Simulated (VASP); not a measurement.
# Cs3AlAg (Pm-3m) in VASP: relaxation of cell and atoms with PBE

Aim: the relaxation of cell and atoms of Cs3AlAg with PBE.

All numbers are computed with VASP 6.6.1; they aren't measurements. Logs are shortened: lines on timing, memory, paths and dates and some standing lists are left out, and cuts for length are marked.

### Step 1. The cell of the first run

It takes space group Pm-3m (No. 221, cubic). The conventional cell has a = 7.180 Å, b = 7.180 Å, c = 7.180 Å, α = 90.00°, β = 90.00°, γ = 90.00°. Cs (site symmetry 4/mmm) has 2 Al at 3.59 Å within 4.7 Å. Al (site symmetry m-3m) has 6 Cs at 3.59 Å within 4.7 Å.

### Step 2. Relaxation of cell and atoms, PBE

INCAR reads:

```
PREC     = Accurate       # precision mode
ENCUT    = 600            # plane-wave cutoff, eV
EDIFF    = 1E-6           # SCF threshold, eV
ISMEAR   = 0              # smearing method
SIGMA    = 0.1            # smearing width, eV
LREAL    = False          # projectors in reciprocal space
LASPH    = True           # aspherical terms in the spheres
NELM     = 80             # most SCF steps
ALGO     = Fast           # electronic algorithm
ISIF     = 3              # what is computed and relaxed
LWAVE    = False          # write WAVECAR
LCHARG   = False          # write CHGCAR
GGA      = PE             # functional
IBRION   = 2              # ionic algorithm
NSW      = 100            # ionic steps
EDIFFG   = -0.01          # ionic threshold
```

KPOINTS reads:

```
Automatic mesh
0
Gamma
  6 6 6
```

POSCAR reads:

```
Cs3AlAg
1.0
    7.1801704892      0.0000000000      0.0000000000
    0.0000000000      7.1801704892      0.0000000000
    0.0000000000      0.0000000000      7.1801704892
Cs Al Ag
3 1 1
Direct
    0.0000000000      0.5000000000      0.5000000000
    0.5000000000      0.0000000000      0.5000000000
    0.5000000000      0.5000000000      0.0000000000
    0.5000000000      0.5000000000      0.5000000000
    0.0000000000      0.0000000000      0.0000000000
```

Potentials or basis: VASP PAW PBE potentials, release 64 (Cs_sv, Al, Ag).

The run is started by

```console
cat potpaw_PBE.64/Cs_sv/POTCAR potpaw_PBE.64/Al/POTCAR potpaw_PBE.64/Ag/POTCAR > POTCAR
mpirun -np 1 vasp_std > vasp.out
```

OUTCAR:

```text
PREC = Accurate
   ENCUT = 600
   EDIFF = 1E-6
   ISMEAR = 0
   LREAL = False
   LASPH = True
   NELM = 80
   ISIF = 3
   GGA = PE
   IBRION = 2
   NSW = 100
   EDIFFG = -0.01

 ion  position               nearest neighbor table
   1  0.000  0.500  0.500-
   2  0.500  0.000  0.500-
   3  0.500  0.500  0.000-
   4  0.500  0.500  0.500-
   5  0.000  0.000  0.000-

  LATTYP: Found a simple cubic cell.
 ALAT       =     7.1801704892

  Lattice vectors:

 A1 = (   7.1801704892,   0.0000000000,   0.0000000000)
 A2 = (   0.0000000000,   7.1801704892,   0.0000000000)
 A3 = (   0.0000000000,   0.0000000000,   7.1801704892)

Analysis of symmetry for initial positions (statically):
=====================================================================
 Subroutine PRICEL returns:
 Original cell was already a primitive cell.

 Routine SETGRP: Setting up the symmetry group for a
 simple cubic supercell.

 Subroutine GETGRP returns: Found 48 space group operations
 (whereof 48 operations were pure point group operations)
 out of a pool of 48 trial point group operations.

The static configuration has the point symmetry O_h .

Analysis of symmetry for dynamics (positions and initial velocities):
=====================================================================
 Subroutine PRICEL returns:
 Original cell was already a primitive cell.

 Routine SETGRP: Setting up the symmetry group for a
 simple cubic supercell.

 Subroutine GETGRP returns: Found 48 space group operations
 (whereof 48 operations were pure point group operations)
 out of a pool of 48 trial point group operations.

The dynamic configuration has the point symmetry O_h .

 Subroutine INISYM returns: Found 48 space group operations
 (whereof 48 operations are pure point group operations),
 and found     1 'primitive' translations

----------------------------------------------------------------------------------------

                                     Primitive cell

  volume of cell :     370.1726

  direct lattice vectors                    reciprocal lattice vectors
     7.180170489  0.000000000  0.000000000     0.139272459  0.000000000  0.000000000
     0.000000000  7.180170489  0.000000000     0.000000000  0.139272459  0.000000000
     0.000000000  0.000000000  7.180170489     0.000000000  0.000000000  0.139272459

  length of vectors
     7.180170489  7.180170489  7.180170489     0.139272459  0.139272459  0.139272459

  position of ions in fractional coordinates (direct lattice)
     0.000000000  0.500000000  0.500000000
     0.500000000  0.000000000  0.500000000
     0.500000000  0.500000000  0.000000000
     0.500000000  0.500000000  0.500000000
     0.000000000  0.000000000  0.000000000

  ion indices of the primitive-cell ions
   primitive index   ion index
                 1           1
                 2           2
                 3           3
                 4           4
                 5           5

----------------------------------------------------------------------------------------

 KPOINTS: Automatic mesh

Automatic generation of k-mesh.
 Grid dimensions read from file:
 generate k-points for:    6    6    6

 Generating k-lattice:

  Cartesian coordinates                     Fractional coordinates (reciprocal lattice)
     0.023212076  0.000000000  0.000000000     0.166666667  0.000000000  0.000000000
     0.000000000  0.023212076  0.000000000     0.000000000  0.166666667  0.000000000
     0.000000000  0.000000000  0.023212076     0.000000000  0.000000000  0.166666667

  Length of vectors
     0.023212076  0.023212076  0.023212076

  Shift w.r.t. Gamma in fractional coordinates (k-lattice)
     0.000000000  0.000000000  0.000000000

 Subroutine IBZKPT returns following result:
 ===========================================

 Found     20 irreducible k-points:

 Following reciprocal coordinates:
            Coordinates               Weight
  0.000000  0.000000  0.000000      1.000000
  0.166667  0.000000  0.000000      6.000000
  0.333333  0.000000  0.000000      6.000000
  0.500000  0.000000  0.000000      3.000000
  0.166667  0.166667  0.000000     12.000000
  0.333333  0.166667  0.000000     24.000000
[... 12 lines left out ...]
  0.500000  0.500000  0.333333      6.000000
  0.500000  0.500000  0.500000      1.000000
   k-points           NKPTS =     20   k-points in BZ     NKDIM =     20   number of bands    NBANDS=     24
   number of dos      NEDOS =    301   number of ions     NIONS =      5
   total plane-waves  NPLWV = 216000
   dimension x,y,z NGX =    60 NGY =   60 NGZ =   60
   dimension x,y,z NGXF=   120 NGYF=  120 NGZF=  120
   ions per type =               3   1   1
   NGX,Y,Z   is equivalent  to a cutoff of  13.89, 13.89, 13.89 a.u.
   NGXF,Y,Z  is equivalent  to a cutoff of  27.78, 27.78, 27.78 a.u.
 SYSTEM =  unknown system
   PREC   = accura    normal or accurate (medium, high low for compatibility)
   ISTART =      0    job   : 0-new  1-cont  2-samecut
   ICHARG =      2    charge: 1-file 2-atom 10-const
   ISPIN  =      1    spin polarized calculation?
   LNONCOLLINEAR =      F non collinear calculations
   LSORBIT =      F    spin-orbit coupling
   LASPH  =      T    aspherical Exc in radial PAW
   ENCUT  =  600.0 eV  44.10 Ry    6.64 a.u.  14.34 14.34 14.34*2*pi/ulx,y,z
   NELM   =     80;   NELMIN=  2; NELMDL= -5     # of ELM steps
   EDIFF  = 0.1E-05   stopping-criterion for ELM
   LREAL  =      F    real-space projection
   EDIFFG = -.1E-01   stopping-criterion for IOM
   NSW    =    100    number of steps for IOM
   IBRION =      2    ionic relax: 0-MD 1-quasi-New 2-CG
   NFREE  =      1    steps in history (QN), initial steepest desc. (CG)
   ISIF   =      3    stress and relaxation
   ISYM   =      2    0-nonsym 1-usesym 2-fastsym
   POTIM  = 0.5000    time-step for ionic-motion
   TEBEG  =    0.0;   TEEND  =   0.0 temperature during run
   PSTRESS=    0.0 pullay stress
   NELECT =      41.0000    total number of electrons
   NUPDOWN=      -1.0000    fix difference up-down
   EMIN   =  10.00;   EMAX   =-10.00  energy-range for DOS
   EFERMI =   0.00;   METHOD = LEGACY
   ISMEAR =     0;   SIGMA  =   0.10  broadening in eV -4-tet -1-fermi 0-gaus
   EFERMI_NEDOS =   21; number of points for ismear=-14 and -15
   IALGO  =     68    algorithm
   IMIX   =      4    mixing-type and parameters
     AMIX     =   0.40;   BMIX     =  1.00
     AMIX_MAG =   1.60;   BMIX_MAG =  1.00
  volume/ion in A,a.u.               =      74.03       499.61
  Fermi-wavevector in a.u.,A,eV,Ry     =   0.786203  1.485708  8.409967  0.618115
  Thomas-Fermi vector in A             =   1.890694
   LORBIT       =      0    0 simple, 1 ext, 2 COOP (PROOUT), +10 PAW based schemes
   GGA     = PE    functional components
   LHFCALC =     F    Hartree Fock is set to
   AEXX    =    0.0000 exact exchange contribution
   IVDW    =     0    specifies the selected vdW correction
   LEPSILON=     F    determine dielectric tensor
   LRPA    =     F    only Hartree local field effects (RPA)
 conjugate gradient relaxation of ions
 non-spin polarized calculation
 RMM-DIIS sequential band-by-band and
 Gauss-broadening in eV      SIGMA  =   0.10
  energy-cutoff  :      600.00
  volume of cell :      370.17
 maximum number of plane-waves:     12408
 NGX is ok and might be reduce to    60
   NGX = 29   NGY = 29   NGZ = 29

--------------------------------------- Ionic step        1  -------------------------------------------

 number of electron      41.0000000 magnetization

 Free energy of the ion-electron system (eV)
  ---------------------------------------------------
  ext. energy  EPLUGINS =         0.00000000
  ---------------------------------------------------
  free energy    TOTEN  =        -6.83224752 eV

  energy without entropy =       -6.82319887  energy(sigma->0) =       -6.82772319

------------------------ aborting loop because EDIFF is reached ----------------------------------------

  FORCE on cell =-STRESS in cart. coord.  units (eV):
  Direction    XX          YY          ZZ          XY          YZ          ZX
  --------------------------------------------------------------------------------------
  -------------------------------------------------------------------------------------
  Total       -0.0631769     -0.0631769     -0.0631769     -0.0000000     -0.0000000      0.0000000
  in kB       -0.2734415     -0.2734415     -0.2734415     -0.0000000     -0.0000000      0.0000000
  external PRESSURE =      -0.2734415 kB  Pullay stress =       0.0000000 kB

 VOLUME and BASIS-vectors are now :
 -----------------------------------------------------------------------------
  energy-cutoff  :      600.00
  volume of cell :      370.17
      direct lattice vectors                 reciprocal lattice vectors
     7.180170489  0.000000000  0.000000000     0.139272459  0.000000000  0.000000000
     0.000000000  7.180170489  0.000000000     0.000000000  0.139272459  0.000000000
     0.000000000  0.000000000  7.180170489     0.000000000  0.000000000  0.139272459

 POSITION                                       TOTAL-FORCE (eV/Angst)
 -----------------------------------------------------------------------------------
      0.00000      3.59009      3.59009         0.000000      0.000000      0.000000
      3.59009      0.00000      3.59009         0.000000      0.000000      0.000000
      3.59009      3.59009      0.00000         0.000000      0.000000      0.000000
      3.59009      3.59009      3.59009         0.000000      0.000000      0.000000
      0.00000      0.00000      0.00000         0.000000      0.000000      0.000000
 -----------------------------------------------------------------------------------
    total drift:                                0.000000      0.000000     -0.000000

  FREE ENERGIE OF THE ION-ELECTRON SYSTEM (eV)
  ---------------------------------------------------
  free  energy   TOTEN  =        -6.8322475186 eV

  energy  without entropy=       -6.8231988666  energy(sigma->0) =       -6.82772319

--------------------------------------- Ionic step        2  -------------------------------------------

 number of electron      41.0000000 magnetization

 Free energy of the ion-electron system (eV)
  ---------------------------------------------------
  ext. energy  EPLUGINS =         0.00000000
  ---------------------------------------------------
  free energy    TOTEN  =        -6.83234559 eV

  energy without entropy =       -6.82332884  energy(sigma->0) =       -6.82783722

 E-fermi :   0.6673     XC(G=0):  -5.9384

 val. band max:        0.6521390933   @ k =   0.3333   0.0000   0.0000
 cond. band min:       0.7483030632   @ k =   0.5000   0.1667   0.1667
 fundamental gap:      0.0961639700
 Fermi energy:         0.6672506998

 k-point     1 :       0.0000    0.0000    0.0000
  band No.  band energies     occupation
      1     -22.5469      2.00000
      2     -22.5284      2.00000
      3     -22.5284      2.00000
      4      -9.4923      2.00000
      5      -9.4923      2.00000
      6      -9.4923      2.00000
[... 16 lines left out ...]
     23       2.2380      0.00000
     24       2.2406      0.00000
[... 490 lines left out ...]
      2     -22.5344      2.00000
      3     -22.5344      2.00000
      4      -9.6506      2.00000
      5      -9.4732      2.00000
      6      -9.4732      2.00000
[... 16 lines left out ...]
     23       2.0805      0.00000
     24       2.0805      0.00000

------------------------ aborting loop because EDIFF is reached ----------------------------------------

  FORCE on cell =-STRESS in cart. coord.  units (eV):
  Direction    XX          YY          ZZ          XY          YZ          ZX
  --------------------------------------------------------------------------------------
  -------------------------------------------------------------------------------------
  Total       -0.0415707     -0.0415707     -0.0415707      0.0000000     -0.0000000      0.0000000
  in kB       -0.1802552     -0.1802552     -0.1802552      0.0000000     -0.0000000      0.0000000
  external PRESSURE =      -0.1802552 kB  Pullay stress =       0.0000000 kB

 VOLUME and BASIS-vectors are now :
 -----------------------------------------------------------------------------
  energy-cutoff  :      600.00
  volume of cell :      369.50
      direct lattice vectors                 reciprocal lattice vectors
     7.175793715  0.000000000  0.000000000     0.139357406  0.000000000  0.000000000
    -0.000000000  7.175793715  0.000000000    -0.000000000  0.139357406  0.000000000
     0.000000000 -0.000000000  7.175793715    -0.000000000 -0.000000000  0.139357406

 POSITION                                       TOTAL-FORCE (eV/Angst)
 -----------------------------------------------------------------------------------
     -0.00000      3.58790      3.58790        -0.000000     -0.000000      0.000000
      3.58790      0.00000      3.58790         0.000000     -0.000000      0.000000
      3.58790      3.58790      0.00000         0.000000     -0.000000      0.000000
      3.58790      3.58790      3.58790         0.000000      0.000000      0.000000
      0.00000      0.00000      0.00000         0.000000     -0.000000      0.000000
 -----------------------------------------------------------------------------------
    total drift:                                0.000000      0.000000     -0.000000

  FREE ENERGIE OF THE ION-ELECTRON SYSTEM (eV)
  ---------------------------------------------------
  free  energy   TOTEN  =        -6.8323455926 eV

  energy  without entropy=       -6.8233288434  energy(sigma->0) =       -6.82783722

 reached required accuracy - stopping structural energy minimisation
```

Wall time 11 min (1 thread of Intel Xeon 8259CL, shared host); peak memory 0.64 GiB.

Results:

| Quantity | Value |
| --- | --- |
| Free energy | -6.8323 eV |
| Relaxed volume | 73.90 Å³/atom |
| Relaxed cell | a = 7.176 Å, b = 7.176 Å, c = 7.176 Å, α = 90.00°, β = 90.00°, γ = 90.00° |
| Space group after relaxing (to 0.1 Å) | Pm-3m (No. 221) |
| Energy gained by relaxing | 0.0 meV/atom |
| Ionic steps | 2 |
| Pressure after relaxing | 0.0 GPa |
| Band gap on the k mesh | zero (an odd number of electrons rules out a gap without spin polarisation) |

Final structure:
```xyz
5
Lattice="7.1758 0.0000 0.0000 0.0000 7.1758 0.0000 0.0000 0.0000 7.1758" Properties=species:S:1:pos:R:3 pbc="T T T"
Cs    0.0000    3.5879    3.5879
Cs    3.5879    0.0000    3.5879
Cs    3.5879    3.5879    0.0000
Al    3.5879    3.5879    3.5879
Ag    0.0000    0.0000    0.0000
```

Levels at points of the mesh, in eV from the Fermi level:
```
           k point  band 18  band 19  band 20  band 21  band 22  band 23
(0.00, 0.00, 0.00)    -3.32    -1.55     0.85     0.85     0.85     1.57
(0.50, 0.00, 0.00)    -3.31    -1.36    -0.17     0.37     0.64     0.64
(0.50, 0.50, 0.00)    -3.31    -1.12    -0.62    -0.62     0.43     1.16
(0.50, 0.50, 0.50)    -3.31    -1.14    -0.70    -0.70    -0.70     1.41
```

Caveat: spin-orbit coupling is left out, which moves the levels of the heavy elements.

The gap in the log of VASP goes by the Fermi energy; the results here count the filled bands.